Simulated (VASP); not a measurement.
# PC30 (a cell with a defect) in VASP: a series of runs, part 2 of 2

VASP 6.6.1. The steps go on from the part before.

### 3 Single point, PBE, collinear spin

File INCAR:

```
ALGO = Normal ; EDIFF = 1E-6
ENCUT = 520 ; GGA = PE
GGA_COMPAT = False ; ISIF = 2
ISMEAR = -1 ; ISPIN = 2
LASPH = True ; LCHARG = False
LORBIT = 11 ; LREAL = Auto
LWAVE = False ; MAGMOM = 0.02 0.02 0 0 0.01 0 0 0.03 0 0 0.03 0.01 0.02 0.01 0.03 0.02 0.01 0.03 0.01 0 0.03 0.03 0 0 0.01 0 0.02 0.02 0 0 0.16
NBANDS = 88 ; NELECT = 127.0
NELM = 200 ; NUPDOWN = 1.0
PREC = Accurate ; SIGMA = 0.01
```

File KPOINTS:

```
k-points
0
Gamma
  1 1 1
```

File POSCAR:

```
PC30
1.0
   -3.5716218665      3.5716218665      3.5716218665
    3.5716218665     -3.5716218665      3.5716218665
    3.5716218665      3.5716218665     -3.5716218665
C P
30 1
Direct
    0.0055691921      0.0060880675      0.0057110752
    0.0055721314      0.2551239141      0.7567440611
    0.0012702047      0.5028505392      0.5057184962
    0.0012993642      0.7551126893      0.2534587711
    0.2539037586      0.0032856942      0.7538983374
    0.2532991660      0.2508187246      0.5057153923
    0.2533091746      0.7550961194      0.0014243285
    0.4950295004      0.0052972133      0.4951935157
    0.5055569534      0.2508101676      0.2534435168
    0.5055748950      0.5028567177      0.0014335867
    0.4950182197      0.7446000579      0.7559132260
    0.7537364761      0.0032768067      0.2540324482
    0.7566119307      0.2551337536      0.0057240877
    0.7537051814      0.5034181410      0.7538563211
    0.7557641827      0.7446003170      0.4951753412
    0.0014271229      0.0019763419      0.7525817793
    0.0042196914      0.2537537881      0.5041802439
    0.0022433424      0.5125468728      0.2631538800
    0.0042242026      0.7535557094      0.0043569853
    0.2523809618      0.0062284837      0.5048106109
    0.2629479971      0.2517765484      0.2631095362
    0.2629707804      0.5125344390      0.0023752685
    0.2523649884      0.7542023562      0.7568452719
    0.5046621276      0.0062212266      0.2525311443
    0.5040702743      0.2537967497      0.0043856887
    0.5046578025      0.5019433804      0.7568335238
    0.7524342413      0.0019811570      0.0015538295
    0.7524562984      0.2509827839      0.7526119041
    0.7566708910      0.5019208618      0.5048038571
    0.7567130793      0.7542056586      0.2525222778
    0.3792282109      0.6288120566      0.3793931572
```

Potentials or basis: VASP PAW PBE potentials, release 64 (C, P).

The run is started by

```
cat potpaw_PBE.64/C/POTCAR potpaw_PBE.64/P/POTCAR > POTCAR
mpirun -np 1 vasp_gam > vasp.out
```

OUTCAR:

```text
EDIFF = 1E-6
   ENCUT = 520
   GGA = PE
   ISIF = 2
   ISMEAR = -1
   ISPIN = 2
   LASPH = True
   LORBIT = 11
   LREAL = Auto
   NELECT = 127.0
   NELM = 200
   NUPDOWN = 1.0
   PREC = Accurate

 ion  position               nearest neighbor table
   1  0.006  0.006  0.006-  16 1.55  27 1.55  19 1.56  21 1.57
   2  0.006  0.255  0.757-  28 1.55  16 1.55  17 1.56  22 1.57
   3  0.001  0.503  0.506-  29 1.51  18 1.52  17 1.54  23 1.55
   4  0.001  0.755  0.253-  30 1.51  18 1.52  19 1.54  20 1.55
   5  0.254  0.003  0.754-  23 1.54  20 1.54  25 1.55  16 1.56
   6  0.253  0.251  0.506-  20 1.51  21 1.52  17 1.54  26 1.55
[... 22 lines left out ...]
  29  0.757  0.502  0.505-   3 1.51  15 1.52  14 1.54   9 1.55
  30  0.757  0.754  0.253-   4 1.51  15 1.52  12 1.54  10 1.55
  31  0.379  0.629  0.379-   8 1.97  11 1.97  15 1.97  18 1.97  22 1.97  21 1.97

  LATTYP: Found a body centered cubic cell.
 ALAT       =     7.1432437330

  Lattice vectors:

 A1 = (  -3.5716218665,   3.5716218665,   3.5716218665)
 A2 = (   3.5716218665,  -3.5716218665,   3.5716218665)
 A3 = (   3.5716218665,   3.5716218665,  -3.5716218665)

Analysis of symmetry for initial positions (statically):
=====================================================================
 Subroutine PRICEL returns:
 Original cell was already a primitive cell.

 Routine SETGRP: Setting up the symmetry group for a
 body centered cubic supercell.

 Subroutine GETGRP returns: Found  1 space group operations
 (whereof  1 operations were pure point group operations)
 out of a pool of 48 trial point group operations.

The static configuration has the point symmetry C_1 .

Analysis of symmetry for dynamics (positions and initial velocities):
=====================================================================
 Subroutine PRICEL returns:
 Original cell was already a primitive cell.

 Routine SETGRP: Setting up the symmetry group for a
 body centered cubic supercell.

 Subroutine GETGRP returns: Found  1 space group operations
 (whereof  1 operations were pure point group operations)
 out of a pool of 48 trial point group operations.

The dynamic configuration has the point symmetry C_1 .

Analysis of structural, dynamic, and magnetic symmetry:
=====================================================================
 Subroutine PRICEL returns:
 Original cell was already a primitive cell.

 Routine SETGRP: Setting up the symmetry group for a
 body centered cubic supercell.

 Subroutine GETGRP returns: Found  1 space group operations
 (whereof  1 operations were pure point group operations)
 out of a pool of 48 trial point group operations.

The overall configuration has the point symmetry C_1 .

 Subroutine INISYM returns: Found  1 space group operations
 (whereof  1 operations are pure point group operations),
 and found     1 'primitive' translations

----------------------------------------------------------------------------------------

                                     Primitive cell

  volume of cell :     182.2453

  direct lattice vectors                    reciprocal lattice vectors
    -3.571621867  3.571621867  3.571621867     0.000000000  0.139992423  0.139992423
     3.571621867 -3.571621867  3.571621867     0.139992423  0.000000000  0.139992423
[... 131 lines left out ...]
   NUPDOWN=       1.0000    fix difference up-down
   EMIN   =  10.00;   EMAX   =-10.00  energy-range for DOS
   EFERMI =   0.00;   METHOD = LEGACY
   ISMEAR =    -1;   SIGMA  =   0.01  broadening in eV -4-tet -1-fermi 0-gaus
   EFERMI_NEDOS =   21; number of points for ismear=-14 and -15
   IALGO  =     38    algorithm
   IMIX   =      4    mixing-type and parameters
     AMIX     =   0.40;   BMIX     =  1.00
     AMIX_MAG =   1.60;   BMIX_MAG =  1.00
  volume/ion in A,a.u.               =       5.88        39.67
  Fermi-wavevector in a.u.,A,eV,Ry     =   1.451412  2.742770 28.661975  2.106596
  Thomas-Fermi vector in A             =   2.568912
   LORBIT       =     11    0 simple, 1 ext, 2 COOP (PROOUT), +10 PAW based schemes
   GGA     = PE    functional components
   LHFCALC =     F    Hartree Fock is set to
   AEXX    =    0.0000 exact exchange contribution
   IVDW    =     0    specifies the selected vdW correction
   LEPSILON=     F    determine dielectric tensor
   LRPA    =     F    only Hartree local field effects (RPA)
 spin polarized calculation
  energy-cutoff  :      520.00
  volume of cell :      182.25
 maximum number of plane-waves:      2461
 NGX is ok and might be reduce to    48
   NGX = 23   NGY = 23   NGZ = 23

 number of electron     127.0000003 magnetization       1.0000040

 Free energy of the ion-electron system (eV)
  ---------------------------------------------------
  ext. energy  EPLUGINS =         0.00000000
  ---------------------------------------------------
  free energy    TOTEN  =      -243.71135923 eV

  energy without entropy =     -243.71122780  energy(sigma->0) =     -243.71129352

 E-fermi :  11.4912     XC(G=0): -13.2566

 val. band max:       14.0283810554   @ k =   0.0000   0.0000   0.0000
 cond. band min:      14.1785078954   @ k =   0.0000   0.0000   0.0000
 fundamental gap:      0.1501268400
 Fermi energy:        14.1000394617

 spin component 1

 k-point     1 :       0.0000    0.0000    0.0000
  band No.  band energies     occupation
      1     -11.6170      1.00000
      2      -7.5655      1.00000
      3      -7.4206      1.00000
      4      -7.4202      1.00000
      5      -7.4010      1.00000
      6      -7.4008      1.00000
[... 67 lines left out ...]
     74      17.3321      0.00000
     75      17.3327      0.00000
 Fermi energy:        11.4911502312

 spin component 2

 k-point     1 :       0.0000    0.0000    0.0000
  band No.  band energies     occupation
      1     -11.5708      1.00000
      2      -7.5530      1.00000
      3      -7.3871      1.00000
      4      -7.3867      1.00000
      5      -7.3593      1.00000
      6      -7.3590      1.00000
[... 67 lines left out ...]
     74      17.4407      0.00000
     75      17.4413      0.00000
 [bands above 75 left out]

------------------------ aborting loop because EDIFF is reached ----------------------------------------

  FORCE on cell =-STRESS in cart. coord.  units (eV):
  Direction    XX          YY          ZZ          XY          YZ          ZX
  --------------------------------------------------------------------------------------
  -------------------------------------------------------------------------------------
  Total       42.3135799     42.3250805     42.3138898    -15.9657531    -15.9797632    -15.9926397
  in kB      371.9922920    372.0933977    371.9950170   -140.3600712   -140.4832389   -140.5964397
  external PRESSURE =     372.0269022 kB  Pullay stress =       0.0000000 kB

 VOLUME and BASIS-vectors are now :
 -----------------------------------------------------------------------------
  energy-cutoff  :      520.00
  volume of cell :      182.25
      direct lattice vectors                 reciprocal lattice vectors
    -3.571621867  3.571621867  3.571621867     0.000000000  0.139992423  0.139992423
     3.571621867 -3.571621867  3.571621867     0.139992423  0.000000000  0.139992423
     3.571621867  3.571621867 -3.571621867     0.139992423  0.139992423  0.000000000

 POSITION                                       TOTAL-FORCE (eV/Angst)
 -----------------------------------------------------------------------------------
      0.02225      0.01854      0.02124         0.070660     -0.697507      0.070134
      3.59411      1.81150     -1.77170         0.069470      0.066577     -0.688989
      3.59769      0.01478     -0.00571         0.065570      0.054708      0.033516
      3.59760     -1.78708      1.79636         0.069222      0.034967      0.050076
      1.79753      3.58775     -1.77406        -0.012088     -0.150497     -0.150659
      1.79736      1.81508     -0.00571         0.050192      0.063183      0.040287
[... 23 lines left out ...]
      0.89296      0.91087      4.49452        -0.058801     -0.047824     -0.044348
      2.24647      0.46363      2.24529        -0.008311     -0.004511     -0.005120
 -----------------------------------------------------------------------------------
    total drift:                                0.078358      0.142153      0.062984

  FREE ENERGIE OF THE ION-ELECTRON SYSTEM (eV)
  ---------------------------------------------------
  free  energy   TOTEN  =      -243.7113592321 eV

  energy  without entropy=     -243.7112278050  energy(sigma->0) =     -243.71129352

 total charge

# of ion       s       p       d       tot
------------------------------------------
    1        0.818   1.756   0.000   2.574
    2        0.818   1.756   0.000   2.574
    3        0.831   1.800   0.000   2.631
    4        0.831   1.800   0.000   2.632
    5        0.835   1.768   0.000   2.603
    6        0.831   1.800   0.000   2.631
[... 23 lines left out ...]
   30        0.831   1.800   0.000   2.631
   31        1.086   1.363   0.000   2.449
--------------------------------------------------
tot         25.927  54.779   0.000  80.706

 magnetization (x)

# of ion       s       p       d       tot
------------------------------------------
    1        0.000   0.019   0.000   0.019
    2        0.000   0.019   0.000   0.019
    3        0.002  -0.000   0.000   0.002
    4        0.002  -0.000   0.000   0.002
    5        0.009   0.002   0.000   0.011
    6        0.002  -0.000   0.000   0.002
[... 23 lines left out ...]
   30        0.002   0.000   0.000   0.002
   31        0.157   0.013   0.000   0.170
--------------------------------------------------
tot          0.274   0.271   0.000   0.544
```

Wall time 78 s (1 thread of Intel Xeon Platinum 8488C (Sapphire Rapids), shared host); peak memory 0.37 GiB.

Results:

| Item | Value |
| --- | --- |
| Free energy | -243.7114 eV |
| Largest force | 0.965 eV/Å |
| Net moment | 1.00 μB per cell |
| Site moments | C +0.02, +0.00, +0.01, +0.03 (each value once); P +0.17 μB |
| Valence electrons inside the program's atomic spheres | C 2.57, 2.63, 2.60, 2.58 (each value once); P 2.45 |

Forces in eV/Å, atoms in the order of the input:
```
C    0.071 -0.698  0.070
C    0.069  0.067 -0.689
C    0.066  0.055  0.034
C    0.069  0.035  0.050
C   -0.012 -0.150 -0.151
C    0.050  0.063  0.040
C    0.054  0.037  0.069
C   -0.118 -0.951 -0.114
C    0.041  0.064  0.051
C    0.035  0.052  0.065
C   -0.120 -0.115 -0.948
C   -0.151 -0.149 -0.014
C   -0.688  0.072  0.072
C   -0.148 -0.010 -0.149
C   -0.950 -0.111 -0.114
C    0.711 -0.070 -0.069
C    0.163  0.162  0.017
C    0.939  0.102  0.101
C    0.164  0.016  0.160
C   -0.040 -0.064 -0.045
C    0.095  0.942  0.098
C    0.096  0.102  0.941
C   -0.043 -0.044 -0.062
C   -0.046 -0.063 -0.040
C    0.017  0.160  0.155
C   -0.047 -0.041 -0.066
C   -0.071 -0.072  0.708
C   -0.077  0.706 -0.078
C   -0.062 -0.044 -0.045
C   -0.059 -0.048 -0.044
P   -0.008 -0.005 -0.005
```

Caveat: the k points lie up to 1.24 Å⁻¹ apart; the cell carries a net charge on a neutralising background, which shifts energy and pressure; the cell is charged against a uniform background, so pressure and absolute levels hang on convention; the total moment is fixed, so each spin has its own Fermi level.

### 4 Single point, PBE, collinear spin

File INCAR:

```
SYSTEM = PC30
PREC = Accurate
ENCUT = 520
EDIFF = 1E-6
ISMEAR = -1
SIGMA = 0.01
LREAL = Auto
LASPH = .True.
NELM = 200
ALGO = Normal
ISIF = 2
LWAVE = .False.
LCHARG = .False.
ISPIN = 2
MAGMOM = 0 0.01 0.01 0.02 0.01 0.03 0.01 0.1 0.03 0.01 0.01 0.01 0.01 0.01 0.04 0.01 0.01 0.04 0.01 0.03 0.1 0.01 0.01 0.03 0.01 0.01 0.01 0 0.02 0.01 0.01
LORBIT = 11
NUPDOWN = 1.0
GGA = PE
NBANDS = 88
GGA_COMPAT = .False.
```

File KPOINTS:

```
regular mesh
0
Gamma
  1 1 1
  0 0 0
```

File POSCAR:

```
PC30
1.0
   -3.5716218665      3.5716218665      3.5716218665
    3.5716218665     -3.5716218665      3.5716218665
    3.5716218665      3.5716218665     -3.5716218665
C P
30 1
Direct
    0.0047991569      0.0079096132      0.0046296606
    0.0071057207      0.2566182686      0.7597903078
    0.0022596653      0.5046123797      0.5076483469
    0.0032872426      0.7573574318      0.2543045900
    0.2534496125      0.0035691875      0.7537348811
    0.2548026192      0.2536238911      0.5076204660
    0.2545959658      0.7573234050      0.0020053992
    0.4944263680      0.0086153243      0.4932736320
    0.5077582103      0.2540439568      0.2543786538
    0.5078286319      0.5045722197      0.0014326159
    0.4889463807      0.7401016609      0.7495427162
    0.7540911748      0.0036919051      0.2524834288
    0.7593229036      0.2557713507      0.0061319455
    0.7537124655      0.5043213284      0.7535109318
    0.7531349298      0.7422627209      0.4898780078
   -0.0006999216      0.0025949099      0.7517462988
    0.0045586065      0.2546901429      0.5054037679
    0.0055089337      0.5161390290      0.2680356855
    0.0049244380      0.7540595213      0.0043733217
    0.2508908308      0.0043350398      0.5035337884
    0.2642452364      0.2497933397      0.2646608974
    0.2696717641      0.5182679612      0.0083180295
    0.2507988939      0.7538017546      0.7564287543
    0.5038622262      0.0047587623      0.2502836044
    0.5051863411      0.2547972252      0.0041359989
    0.5040328496      0.5010381028      0.7558636458
    0.7515204648      0.0017513481     -0.0019069755
    0.7538320098      0.2504587876      0.7532576031
    0.7553544357      0.5010280206      0.5035987247
    0.7563935525      0.7537924889      0.2502458603
    0.3793080398      0.6291721952      0.3789529112
```

The run is started by

```
cat potpaw_PBE.64/C/POTCAR potpaw_PBE.64/P/POTCAR > POTCAR
mpirun -np 1 vasp_gam > vasp.out
```

Wall time 75 s (1 thread of Intel Xeon Platinum 8488C (Sapphire Rapids), shared host); peak memory 0.37 GiB.

Results (log left out):

```yaml
Free_energy: -269.0729 eV
Pressure: 7.6 GPa
Largest_force: 0.560 eV/Å
Net_moment: 1.00 μB per cell
Site_moments: C +0.00, +0.01, +0.02, +0.03, +0.12, +0.05 (each value once); P -0.02 μB
Valence_electrons_inside_the_program's_atomic_spheres: C 2.54, 2.62, 2.61, 2.56, 2.60, 2.55, 2.57 (each value once); P 2.38
```

Forces in eV/Å, atoms in the order of the input:
```
C    0.080 -0.376  0.201
C    0.146 -0.090 -0.100
C    0.051 -0.074  0.251
C    0.008 -0.128  0.456
C   -0.128 -0.134  0.305
C    0.110 -0.302  0.414
C    0.380 -0.186  0.177
C   -0.386 -0.220 -0.303
C    0.302 -0.315  0.279
C    0.090  0.026  0.184
C   -0.195 -0.412  0.142
C    0.199 -0.111  0.039
C   -0.195 -0.113  0.246
C    0.090 -0.497  0.235
C    0.011 -0.493 -0.203
C    0.199  0.114 -0.246
C   -0.193  0.113 -0.033
C   -0.026  0.485  0.201
C   -0.084  0.505 -0.226
C   -0.298  0.315 -0.275
C    0.374  0.201  0.294
C    0.189  0.414 -0.152
C   -0.087 -0.022 -0.190
C   -0.105  0.304 -0.418
C    0.138  0.138 -0.299
C   -0.381  0.187 -0.171
C   -0.153  0.085  0.102
C   -0.078  0.384 -0.198
C   -0.003  0.130 -0.453
C   -0.049  0.076 -0.260
P   -0.004 -0.005  0.000
```

Stress tensor (GPa, compression positive):
```
  8.02 -12.73 -13.04
-12.73   4.72 -12.95
-13.04 -12.95  10.21
```

Caveat: the k points lie up to 1.24 Å⁻¹ apart; the total moment is fixed, so each spin has its own Fermi level.
